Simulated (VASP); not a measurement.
Write the native input for VASP 6.6.1 that does the following.

```
Task                   : single point
Functional             : LDA
Potentials or basis    : VASP PAW LDA potentials, release 64 (Al, P)
Cutoff                 : 500 eV
k mesh                 : 8 × 8 × 8
Occupations            : gaussian, width 0.01 eV
Spin                   : no spin polarisation
Dipole correction      : no
Further INCAR settings : ALGO = Normal; EDIFF = 1e-06; NBANDS = 11
```

The structure of AlP lies in POSCAR:

```
AlP
1.0
    0.0000000000      2.7305105679      2.7305105679
    2.7305105679      0.0000000000      2.7305105679
    2.7305105679      2.7305105679      0.0000000000
Al P
1 1
Direct
    0.0000000000      0.0000000000      0.0000000000
    0.7500000000      0.7500000000      0.7500000000
```

The input as run:

INCAR

```
SYSTEM = AlP
  ALGO = Normal
  EDIFF = 1E-6
  ENCUT = 500
  GGA_COMPAT = .FALSE.
  ISIF = 2
  ISMEAR = 0
  LASPH = .TRUE.
  LCHARG = .FALSE.
  LREAL = .FALSE.
  LWAVE = .FALSE.
  NBANDS = 11
  NELM = 120
  PREC = Accurate
  SIGMA = 0.01
```

KPOINTS

```
k-points
0
G
  8 8 8
  0 0 0
```

Potentials or basis: VASP PAW LDA potentials, release 64 (Al, P).

Run with:

```bash
$ cat potpaw_LDA.64/Al/POTCAR potpaw_LDA.64/P/POTCAR > POTCAR
$ mpirun -np 1 vasp_std > vasp.out
```

Results of the run:

```
Pressure               : -1.3 GPa
Band gap on the k mesh : 1.44 eV, indirect (least direct gap 3.11 eV)
```

Wall time 5.6 s on 1 thread of AMD EPYC 9R45 96-Core Processor (Zen 5), on a shared host, peak memory 0.11 GiB.
